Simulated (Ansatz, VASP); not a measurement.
Sn3GeO: VASP beside Ansatz

Contents of INCAR:

```
SYSTEM = Sn3GeO
PREC = Accurate
ENCUT = 520
EDIFF = 1E-6
ISMEAR = 0
SIGMA = 0.1
LREAL = .False.
LASPH = .True.
NELM = 100
ALGO = Normal
ISIF = 2
LWAVE = .False.
LCHARG = .False.
GGA = PE
NBANDS = 39
```

Contents of KPOINTS:

```
Automatic mesh
0
Gamma
  4 4 4
  0 0 0
```

The input POSCAR:

```
Sn3GeO
1.0
    3.2778226300      1.8924517800      2.6763309300
   -3.2778226300      1.8924517800      2.6763309300
    0.0000000000     -3.7849035500      2.6763309300
Sn Ge O
3 1 1
Direct
    0.5299999700      0.8895000200      0.0175000000
    0.0175000000      0.5299999700      0.8895000200
    0.8895000200      0.0175000000      0.5299999700
    0.0319000000      0.0319000000      0.0319000000
    0.5000000000      0.5000000000      0.5000000000
```

Input for Ansatz:

```yaml
crystal:
  lattice:
    - [3.27782263, 1.89245178, 2.67633093]
    - [-3.27782263, 1.89245178, 2.67633093]
    - [0.0, -3.78490355, 2.67633093]
  atoms:
    - { symbol: Sn, position: [0.52999997, 0.88950002, 0.0175] }
    - { symbol: Sn, position: [0.0175, 0.52999997, 0.88950002] }
    - { symbol: Sn, position: [0.88950002, 0.0175, 0.52999997] }
    - { symbol: Ge, position: [0.0319, 0.0319, 0.0319] }
    - { symbol: O, position: [0.5, 0.5, 0.5] }
basis:
  ecutwfc: 420
kpoints:
  mp_grid: { grid: [4, 4, 4] }
hamiltonian:
  xc: pbe
scf:
  occupations: { method: gaussian, width: 0.1 }
  lower_state_search: "off"
output:
  forces: true
  stress: true
  eigenvalues: true
```

Change from the starting cell: species swapped into the Ag3SI type (R3, No. 146).

Alike in both runs: task single point; functional PBE; k mesh 4 × 4 × 4; occupations gaussian, width 0.1 eV; no spin polarisation.

|  | VASP | Ansatz |
| --- | --- | --- |
| version | VASP 6.6.1 | Ansatz 0.2.0 |
| potentials or method | VASP PAW PBE potentials, release 64 (Sn_d, Ge_d, O), cutoff 520 eV | scalar-relativistic, plane waves, PAW |
| valence electrons in the cell | 62 | 62 |

```csv
,VASP,Ansatz,Ansatz less VASP
gap on the k mesh at the Fermi level (eV),none,none,-
rms of the force components (eV/Å),1.548,1.547,-0.0007
```

Atom by atom the forces differ by 0.003 eV/Å (rms over components). A gap of «none» marks a metal or a gap that the smearing closes.
